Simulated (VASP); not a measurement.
# CdS (P6_3mc) in VASP: further runs

The runs below take CdS through single point, with PBE.

Program: VASP 6.6.1. These are calculated values, not measurements. Logs are shortened: lines on timing, memory, paths and dates and some standing lists are left out, and cuts for length are marked.

### 1 The cell of the first run

It takes space group P6_3mc (No. 186, hexagonal). The conventional cell has a = 4.193 Å, b = 4.193 Å, c = 13.677 Å, α = 90.00°, β = 90.00°, γ = 120.00°. Cd (site symmetry 3m) has 4 S at 2.57 Å within 3.4 Å. Within 3.4 Å of Cd (site symmetry 3m) lie 4 S at 2.57 Å. S (site symmetry 3m) has 4 Cd at 2.57 Å within 3.4 Å. Within 3.4 Å of S (site symmetry 3m) lie 4 Cd at 2.57 Å.

### 2 Single point, PBE

INCAR

```
SYSTEM = CdS
PREC = Accurate ; ENCUT = 520
EDIFF = 1E-6 ; ISMEAR = 0
SIGMA = 0.02 ; LREAL = .FALSE.
LASPH = .TRUE. ; NELM = 80
ALGO = Normal ; ISIF = 2
LWAVE = .FALSE. ; LCHARG = .FALSE.
GGA = PE ; NBANDS = 46
```

KPOINTS

```
Automatic mesh
0
G
  12 12 2
  0 0 0
```

POSCAR

```
CdS
1.0
    4.1928573113      0.0000000000      0.0000000000
   -2.0964286557      3.6311209461      0.0000000000
    0.0000000000      0.0000000000     13.6769299371
Cd S
4 4
Direct
    0.0000000000      0.0000000000     -0.0000485957
    0.3333333333      0.6666666667      0.2497382980
    0.6666666667      0.3333333333      0.4999514043
    0.3333333333      0.6666666667      0.7497382980
    0.0000000000      0.0000000000      0.1877305669
    0.3333333333      0.6666666667      0.4375797307
    0.6666666667      0.3333333333      0.6877305669
    0.3333333333      0.6666666667      0.9375797307
```

Potentials or basis: VASP PAW PBE potentials, release 64 (Cd, S).

The run is started by

```console
$ cat potpaw_PBE.64/Cd/POTCAR potpaw_PBE.64/S/POTCAR > POTCAR
$ mpirun -np 1 vasp_std > vasp.out
```

OUTCAR:

```text
SYSTEM = CdS
   PREC = Accurate
   ENCUT = 520
   EDIFF = 1E-6
   ISMEAR = 0
   LREAL = .FALSE.
   LASPH = .TRUE.
   NELM = 80
   ISIF = 2
   GGA = PE

 ion  position               nearest neighbor table
   1  0.000  0.000  1.000-   8 2.57   8 2.57   8 2.57   5 2.57
   2  0.333  0.667  0.250-   5 2.57   5 2.57   5 2.57   6 2.57
   3  0.667  0.333  0.500-   6 2.57   6 2.57   6 2.57   7 2.57
   4  0.333  0.667  0.750-   7 2.57   7 2.57   7 2.57   8 2.57
   5  0.000  0.000  0.188-   2 2.57   2 2.57   2 2.57   1 2.57
   6  0.333  0.667  0.438-   3 2.57   3 2.57   3 2.57   2 2.57
   7  0.667  0.333  0.688-   4 2.57   4 2.57   4 2.57   3 2.57
   8  0.333  0.667  0.938-   1 2.57   1 2.57   1 2.57   4 2.57

  LATTYP: Found a hexagonal cell.
 ALAT       =     4.1928573113
 C/A-ratio  =     3.2619593088

  Lattice vectors:

 A1 = (   4.1928573113,   0.0000000000,   0.0000000000)
 A2 = (  -2.0964286557,   3.6311209461,   0.0000000000)
 A3 = (   0.0000000000,   0.0000000000,  13.6769299371)

Analysis of symmetry for initial positions (statically):
=====================================================================
 Subroutine PRICEL returns:
 Original cell was already a primitive cell.

 Routine SETGRP: Setting up the symmetry group for a
 hexagonal supercell.

 Subroutine GETGRP returns: Found 12 space group operations
 (whereof  6 operations were pure point group operations)
 out of a pool of 24 trial point group operations.

The static configuration has the point symmetry C_3v.
 The point group associated with its full space group is C_6v.

Analysis of symmetry for dynamics (positions and initial velocities):
=====================================================================
 Subroutine PRICEL returns:
 Original cell was already a primitive cell.

 Routine SETGRP: Setting up the symmetry group for a
 hexagonal supercell.

 Subroutine GETGRP returns: Found 12 space group operations
 (whereof  6 operations were pure point group operations)
 out of a pool of 24 trial point group operations.

The dynamic configuration has the point symmetry C_3v.
 The point group associated with its full space group is C_6v.

 Subroutine INISYM returns: Found 12 space group operations
 (whereof  6 operations are pure point group operations),
 and found     1 'primitive' translations

----------------------------------------------------------------------------------------

                                     Primitive cell

  volume of cell :     208.2281

  direct lattice vectors                    reciprocal lattice vectors
     4.192857311  0.000000000  0.000000000     0.238500842  0.137698525  0.000000000
    -2.096428656  3.631120946  0.000000000     0.000000000  0.275397051  0.000000000
     0.000000000  0.000000000 13.676929937     0.000000000  0.000000000  0.073115824

  length of vectors
     4.192857311  4.192857311 13.676929937     0.275397051  0.275397051  0.073115824

  position of ions in fractional coordinates (direct lattice)
     0.000000000  0.000000000  0.999951404
     0.333333333  0.666666667  0.249738298
     0.666666667  0.333333333  0.499951404
     0.333333333  0.666666667  0.749738298
     0.000000000  0.000000000  0.187730567
     0.333333333  0.666666667  0.437579731
     0.666666667  0.333333333  0.687730567
     0.333333333  0.666666667  0.937579731

  ion indices of the primitive-cell ions
   primitive index   ion index
                 1           1
                 2           2
                 3           3
                 4           4
                 5           5
                 6           6
                 7           7
                 8           8

----------------------------------------------------------------------------------------

 KPOINTS: Automatic mesh

Automatic generation of k-mesh.
 Grid dimensions read from file:
 generate k-points for:   12   12    2

 Generating k-lattice:

  Cartesian coordinates                     Fractional coordinates (reciprocal lattice)
     0.019875070  0.011474877  0.000000000     0.083333333 -0.000000000  0.000000000
     0.000000000  0.022949754  0.000000000     0.000000000  0.083333333  0.000000000
     0.000000000  0.000000000  0.036557912     0.000000000  0.000000000  0.500000000

  Length of vectors
     0.022949754  0.022949754  0.036557912

  Shift w.r.t. Gamma in fractional coordinates (k-lattice)
     0.000000000  0.000000000  0.000000000

 Subroutine IBZKPT returns following result:
 ===========================================

 Found     38 irreducible k-points:

 Following reciprocal coordinates:
            Coordinates               Weight
  0.000000  0.000000  0.000000      1.000000
  0.083333  0.000000  0.000000      6.000000
  0.166667  0.000000  0.000000      6.000000
  0.250000  0.000000  0.000000      6.000000
  0.333333  0.000000  0.000000      6.000000
  0.416667  0.000000  0.000000      6.000000
[... 16 lines left out ...]
  0.250000  0.000000  0.500000      6.000000
  0.333333  0.000000  0.500000      6.000000
 [... further k-points ...]
   k-points           NKPTS =     38   k-points in BZ     NKDIM =     38   number of bands    NBANDS=     46
   number of dos      NEDOS =    301   number of ions     NIONS =      8
   total plane-waves  NPLWV = 110592
   dimension x,y,z NGX =    32 NGY =   32 NGZ =  108
   dimension x,y,z NGXF=    64 NGYF=   64 NGZF=  216
   ions per type =               4   4
   NGX,Y,Z   is equivalent  to a cutoff of  12.69, 12.69, 13.13 a.u.
   NGXF,Y,Z  is equivalent  to a cutoff of  25.38, 25.38, 26.26 a.u.
 SYSTEM =  CdS
   PREC   = accura    normal or accurate (medium, high low for compatibility)
   ISTART =      0    job   : 0-new  1-cont  2-samecut
   ICHARG =      2    charge: 1-file 2-atom 10-const
   ISPIN  =      1    spin polarized calculation?
   LNONCOLLINEAR =      F non collinear calculations
   LSORBIT =      F    spin-orbit coupling
   LASPH  =      T    aspherical Exc in radial PAW
   ENCUT  =  520.0 eV  38.22 Ry    6.18 a.u.   7.80  7.80 25.43*2*pi/ulx,y,z
   NELM   =     80;   NELMIN=  2; NELMDL= -5     # of ELM steps
   EDIFF  = 0.1E-05   stopping-criterion for ELM
   LREAL  =      F    real-space projection
   EDIFFG = 0.1E-04   stopping-criterion for IOM
   NSW    =      0    number of steps for IOM
   IBRION =     -1    ionic relax: 0-MD 1-quasi-New 2-CG
   NFREE  =      0    steps in history (QN), initial steepest desc. (CG)
   ISIF   =      2    stress and relaxation
   ISYM   =      2    0-nonsym 1-usesym 2-fastsym
   POTIM  = 0.5000    time-step for ionic-motion
   TEBEG  =    0.0;   TEEND  =   0.0 temperature during run
   PSTRESS=    0.0 pullay stress
   NELECT =      72.0000    total number of electrons
   NUPDOWN=      -1.0000    fix difference up-down
   EMIN   =  10.00;   EMAX   =-10.00  energy-range for DOS
   EFERMI =   0.00;   METHOD = LEGACY
   ISMEAR =     0;   SIGMA  =   0.02  broadening in eV -4-tet -1-fermi 0-gaus
   EFERMI_NEDOS =   21; number of points for ismear=-14 and -15
   IALGO  =     38    algorithm
   IMIX   =      4    mixing-type and parameters
     AMIX     =   0.40;   BMIX     =  1.00
     AMIX_MAG =   1.60;   BMIX_MAG =  1.00
  volume/ion in A,a.u.               =      26.03       175.65
  Fermi-wavevector in a.u.,A,eV,Ry     =   1.149051  2.171391 17.964010  1.320317
  Thomas-Fermi vector in A             =   2.285722
   LORBIT       =      0    0 simple, 1 ext, 2 COOP (PROOUT), +10 PAW based schemes
   GGA     = PE    functional components
   LHFCALC =     F    Hartree Fock is set to
   AEXX    =    0.0000 exact exchange contribution
   IVDW    =     0    specifies the selected vdW correction
   LEPSILON=     F    determine dielectric tensor
   LRPA    =     F    only Hartree local field effects (RPA)
 non-spin polarized calculation
 Gauss-broadening in eV      SIGMA  =   0.02
  energy-cutoff  :      520.00
  volume of cell :      208.23
 maximum number of plane-waves:      5640
 NGX is ok and might be reduce to    32

 number of electron      71.9999995 magnetization

 Free energy of the ion-electron system (eV)
  ---------------------------------------------------
  ext. energy  EPLUGINS =         0.00000000
  ---------------------------------------------------
  free energy    TOTEN  =       -24.59434786 eV

  energy without entropy =      -24.59434786  energy(sigma->0) =      -24.59434786

 E-fermi :   1.0249     XC(G=0):  -8.9241

 val. band max:        0.9150275555   @ k =   0.0000   0.0000   0.0000
 cond. band min:       1.9912659510   @ k =   0.0000   0.0000   0.0000
 fundamental gap:      1.0762383955
 Fermi energy:         1.0248831240

 k-point     1 :       0.0000    0.0000    0.0000
  band No.  band energies     occupation
      1     -11.1740      2.00000
      2     -10.9814      2.00000
      3     -10.9785      2.00000
      4     -10.7895      2.00000
      5      -6.6445      2.00000
      6      -6.6415      2.00000
[... 38 lines left out ...]
     45       7.5576      0.00000
     46       7.6752      0.00000

 k-point     2 :       0.0833    0.0000    0.0000
  band No.  band energies     occupation
      1     -11.1513      2.00000
      2     -10.9646      2.00000
      3     -10.9617      2.00000
      4     -10.7793      2.00000
      5      -6.6369      2.00000
      6      -6.6322      2.00000
[... 38 lines left out ...]
     45       7.5682      0.00000
     46       7.6722      0.00000

 k-point     3 :       0.1667    0.0000    0.0000
  band No.  band energies     occupation
      1     -11.0882      2.00000
      2     -10.9186      2.00000
      3     -10.9158      2.00000
      4     -10.7522      2.00000
      5      -6.6156      2.00000
      6      -6.6082      2.00000
[... 38 lines left out ...]
     45       7.5990      0.00000
     46       7.7525      0.00000

 k-point     4 :       0.2500    0.0000    0.0000
  band No.  band energies     occupation
      1     -10.9987      2.00000
      2     -10.8557      2.00000
      3     -10.8531      2.00000
      4     -10.7181      2.00000
      5      -6.5886      2.00000
      6      -6.5790      2.00000
[... 920 lines left out ...]
     45       7.8515      0.00000
     46       7.8521      0.00000

 k-point    23 :       0.2500    0.0000    0.5000
  band No.  band energies     occupation
      1     -10.9558      2.00000
      2     -10.9558      2.00000
      3     -10.7570      2.00000
      4     -10.7570      2.00000
      5      -6.5675      2.00000
      6      -6.5675      2.00000
[... 38 lines left out ...]
     45       7.9317      0.00000
     46       7.9317      0.00000

 k-point    24 :       0.3333    0.0000    0.5000
  band No.  band energies     occupation
      1     -10.8698      2.00000
      2     -10.8698      2.00000
      3     -10.7184      2.00000
      4     -10.7184      2.00000
      5      -6.5507      2.00000
      6      -6.5507      2.00000
[... 38 lines left out ...]
     45       8.1160      0.00000
     46       8.1160      0.00000

 [... further k-points ...]
[... 5 lines left out ...]
  --------------------------------------------------------------------------------------
  -------------------------------------------------------------------------------------
  Total        0.3884350      0.3884350      0.3728012     -0.0000000     -0.0000000      0.0000000
  in kB        2.9887494      2.9887494      2.8684574     -0.0000000     -0.0000000      0.0000000
  external PRESSURE =       2.9486521 kB  Pullay stress =       0.0000000 kB

 VOLUME and BASIS-vectors are now :
 -----------------------------------------------------------------------------
  energy-cutoff  :      520.00
  volume of cell :      208.23
      direct lattice vectors                 reciprocal lattice vectors
     4.192857311  0.000000000  0.000000000     0.238500842  0.137698525  0.000000000
    -2.096428656  3.631120946  0.000000000     0.000000000  0.275397051  0.000000000
     0.000000000  0.000000000 13.676929937     0.000000000  0.000000000  0.073115824

 POSITION                                       TOTAL-FORCE (eV/Angst)
 -----------------------------------------------------------------------------------
      0.00000      0.00000     13.67627        -0.000000      0.000000     -0.002306
     -0.00000      2.42075      3.41565        -0.000000      0.000000     -0.000081
      2.09643      1.21037      6.83780         0.000000      0.000000     -0.002306
     -0.00000      2.42075     10.25412         0.000000     -0.000000     -0.000081
      0.00000      0.00000      2.56758        -0.000000      0.000000      0.003641
     -0.00000      2.42075      5.98475         0.000000     -0.000000     -0.001254
      2.09643      1.21037      9.40604         0.000000     -0.000000      0.003641
     -0.00000      2.42075     12.82321        -0.000000      0.000000     -0.001254
 -----------------------------------------------------------------------------------
    total drift:                                0.000000     -0.000000     -0.000830

  FREE ENERGIE OF THE ION-ELECTRON SYSTEM (eV)
  ---------------------------------------------------
  free  energy   TOTEN  =       -24.5943478611 eV

  energy  without entropy=      -24.5943478611  energy(sigma->0) =      -24.59434786
```

Run time: 5 min. Hardware: 1 thread of Intel Xeon Platinum 8488C (Sapphire Rapids), shared host; peak memory 0.48 GiB.

What came out:

```yaml
Free_energy: -24.5943 eV
Pressure: 0.3 GPa
Largest_force: 0.004 eV/Å
Band_gap_on_the_k_mesh: 1.08 eV, direct
```

Forces on the atoms (eV/Å):
```
Cd   0.000  0.000 -0.002
Cd   0.000  0.000  0.000
Cd   0.000  0.000 -0.002
Cd   0.000  0.000  0.000
S    0.000  0.000  0.004
S    0.000  0.000 -0.001
S    0.000  0.000  0.004
S    0.000  0.000 -0.001
```

### 3 Single point, PBE

This run uses another cell than the first one: it holds 4 atoms, not 8.

INCAR

```
SYSTEM = CdS
  ALGO = Normal
  EDIFF = 1E-6
  ENCUT = 500
  GGA = PE
  GGA_COMPAT = .FALSE.
  ISIF = 2
  ISMEAR = 0
  LASPH = .TRUE.
  LCHARG = .FALSE.
  LREAL = .FALSE.
  LWAVE = .FALSE.
  NBANDS = 26
  NELM = 120
  PREC = Accurate
  SIGMA = 0.1
```

KPOINTS

```
k-points
0
G
  6 6 4
  0 0 0
```

POSCAR

```
CdS
1.0
    4.1245540000      0.0000000000      0.0000000000
   -2.0622770000      3.5719680000      0.0000000000
    0.0000000000      0.0000000000      6.7353680000
Cd S
2 2
Direct
    0.0000000000      0.0000000000      0.0000000000
    0.3333333300      0.6666666700      0.5000000000
    0.0000000000      0.0000000000      0.3750000000
    0.3333333300      0.6666666700      0.8750000000
```

Potentials or basis: VASP PAW PBE potentials, release 64 (Cd, S).

The run is started by

```console
$ cat potpaw_PBE.64/Cd/POTCAR potpaw_PBE.64/S/POTCAR > POTCAR
$ mpirun -np 1 vasp_std > vasp.out
```

Wall time 22 s (1 thread of Intel Xeon 6975P-C (Granite Rapids), shared host); peak memory 0.21 GiB.

It converged, with:

| Property | Result |
| --- | --- |
| Free energy | -12.2440 eV |
| Pressure | 3.2 GPa |
| Largest force | 0.020 eV/Å |
| Band gap on the k mesh | 1.22 eV, direct |

Forces on the atoms (eV/Å):
```
Cd   0.000  0.000 -0.020
Cd   0.000  0.000 -0.020
S    0.000  0.000  0.020
S    0.000  0.000  0.020
```

Levels at points of the mesh, in eV from the valence-band top:
| k point | band 14 | band 15 | band 16 | band 17 | band 18 | band 19 | band 20 | band 21 | band 22 | band 23 |
| --- | --- | --- | --- | --- | --- | --- | --- | --- | --- | --- |
| (0.00, 0.00, 0.00) | -0.76 | -0.76 | -0.06 | 0.00 | 0.00 | 1.22 | 2.83 | 6.49 | 6.49 | 6.75 |
| (0.50, 0.00, 0.00) | -3.54 | -2.68 | -1.88 | -1.32 | -0.75 | 3.73 | 3.90 | 5.08 | 6.40 | 7.01 |
| (0.00, 0.00, 0.50) | -2.50 | -0.39 | -0.39 | -0.39 | -0.39 | 2.87 | 2.87 | 6.18 | 6.18 | 6.85 |
| (0.50, 0.00, 0.50) | -4.15 | -1.36 | -1.36 | -1.35 | -1.35 | 3.47 | 3.47 | 5.38 | 5.38 | 7.93 |
